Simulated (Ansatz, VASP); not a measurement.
## One calculation of AlH, two programs

```
Al H
1.0
     3.17360   -2.37613   -0.08731
     3.17360    2.37613   -0.08731
    -3.06294    0.00000    3.85883
Al H
2 2
Direct
  0.17624 0.17624 0.85260
  0.82376 0.82376 0.14740
  0.81996 0.81996 0.50058
  0.18004 0.18004 0.49942
```

Alike in both runs: functional PBE; k mesh 14 × 14 × 12; occupations gaussian, width 0.1 eV; no spin polarisation.

Ansatz relaxed the structure, and its values are those at the end. VASP's run is a single point on that final structure, the one shown.

|  | VASP | Ansatz |
| --- | --- | --- |
| version | VASP 6.6.1 | Ansatz 0.2.0 |
| potentials or method | VASP PAW PBE potentials, release 64 (Al, H), cutoff 520 eV | scalar-relativistic, plane waves, PAW |
| valence electrons in the cell | 8 | 8 |

```csv
,VASP,Ansatz,Ansatz less VASP
gap on the k mesh at the Fermi level (eV),none,none,-
pressure (GPa),-0.1,0.0,+0.11
rms of the force components (eV/Å),0.006,0.001,-0.0048
```

A gap of «none» marks a metal or a gap that the smearing closes. With one functional, cell and mesh, what is left measures potentials, basis and numerics.
